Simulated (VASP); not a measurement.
A run of VASP 6.6.1:

Contents of INCAR:

```
ALGO = Normal ; EDIFF = 1E-7
ENCUT = 520 ; GGA = PE
ISIF = 2 ; ISMEAR = 0
ISPIN = 2 ; LASPH = True
LCHARG = True ; LELF = True
LORBIT = 11 ; LREAL = Auto
LUSENCCL = False ; LVHAR = True
LWAVE = False ; MAGMOM = 0 0 0 0 0 0 0 0 0 0 0 0 0 0 0 0 0 0 0 0 0 0 0 0 0 0 0 0 0 0 0 0 0 0 0 0 0 0 0 0 0 0 0 0 0 0 0 0 0 0 0 0 0 0 0 0 0 0 0 0 0 0 0.06
NBANDS = 168 ; NELECT = 251.0
NELM = 150 ; PREC = Accurate
SIGMA = 0.02
```

Contents of KPOINTS:

```
k-points
0
Gamma
  1 1 1
```

The input POSCAR:

```
Si62P
1.0
   10.8600000000      0.0000000000      0.0000000000
    0.0000000000     10.8600000000      0.0000000000
    0.0000000000      0.0000000000     10.8600000000
Si P
62 1
Direct
    0.4983538674      0.0017976059     -0.0009586556
    0.6260269797      0.1258555249      0.1256719153
    0.7528055249      0.2523784530     -0.0011528545
    0.8823094843      0.3790802026      0.1177342541
    0.7505162063     -0.0003272560      0.2495236648
    0.8743644567      0.1258671271      0.3740099448
    0.0000153775     -0.0001664825      0.0000102210
    0.1248791897      0.1269639042      0.1223600368
    0.2377102210      0.2623897790     -0.0040744936
    0.3731282689      0.3752360037      0.1223619705
    0.5002635359      0.5000857274      0.0000027624
    0.6258776243      0.6245220994      0.1244222836
    0.7542111418      0.7459109576     -0.0001348987
    0.8755695212      0.8742454880      0.1244501842
    0.2502767035      0.0007500000      0.2488766114
    0.3752570902      0.1248780847      0.3748882136
    0.4993848987      0.2498786372      0.2488911602
    0.6261263352      0.3748727440      0.3739186924
    0.7542404236      0.4999716390      0.2457862799
    0.8755770718      0.6245396869      0.3741542357
    0.5003102210     -0.0001723757      0.4997340700
    0.6251577348      0.1248883978      0.6247766114
    0.7511676796      0.2498948435      0.5006659300
    0.8776914365      0.3752508287      0.6269180479
    0.7511725599      0.0007750460      0.7497715470
    0.8776902394      0.1270014733      0.8751587477
    0.1210579190      0.6179237569      0.1178365562
    0.2477378453      0.7473266114     -0.0011616022
    0.3742859116      0.8741021179      0.1256455801
    0.0011946593      0.2523684162      0.2472263352
    0.1254921731      0.3746148250      0.3749062615
    0.2477371087      0.4989249540      0.2472379374
    0.3742725599      0.6257678637      0.3739855433
    0.5004673112      0.7496011050      0.2494903315
    0.6252450276      0.8748694291      0.3747752302
    0.0009949355      0.0018446593      0.5017170350
    0.1256500921      0.1305707182      0.6304815838
    0.2503035912      0.2498287293      0.5004322284
    0.3696216390      0.3745003683      0.6304018416
    0.4983567219      0.4991672192      0.5016656538
    0.6260259669      0.6257648250      0.6257599448
    0.7505168508      0.7496140884      0.4995739411
    0.8743720074      0.8741243094      0.6257383978
    0.2503011050      0.0005169429      0.7497358195
    0.3696045120      0.1305246777      0.8743820442
    0.4996037753      0.2498316759      0.7497212707
    0.6251286372      0.3746184162      0.8745334254
    0.7527960405      0.4989349908      0.7522872928
    0.8822652855      0.6178771639      0.8789579190
    0.0001471455      0.7459541436      0.2458597606
    0.1252686924      0.8740761510      0.3739475138
    0.0000172192      0.5001007366      0.4997492634
    0.1248779926      0.6224761510      0.6268560773
    0.2502622468      0.7489995396      0.5006307551
    0.3752530387      0.8749793738      0.6247789134
    0.0041379374      0.2624718232      0.7623856354
    0.2377357274      0.4960489871      0.7622662983
    0.3731395028      0.6224573665      0.8751526703
    0.4993836096      0.7489860958      0.7497803867
    0.6261170350      0.8740433702      0.8747505525
    0.0011879374      0.7473388582      0.7522575506
    0.1254909761      0.8749918969      0.8745257827
    0.0847911602      0.4152849908     -0.0848116943
```

Potentials or basis: VASP PAW PBE potentials, release 64 (Si, P).

The run is started by

```bash
$ cat potpaw_PBE.64/Si/POTCAR potpaw_PBE.64/P/POTCAR > POTCAR
$ mpirun -np 1 vasp_gam > vasp.out
```

Hardware: 1 × NVIDIA H100 80GB with 1 thread of AMD EPYC 7R13 Processor (Zen 3) (shared host).

Task: Estimate the wall time of this run.

Result: It took 2.9 min on 1 × NVIDIA H100 80GB with 1 thread of AMD EPYC 7R13 Processor (Zen 3), on a shared host, peak memory 2 GiB. Counts: scf iterations 19, k points 1.
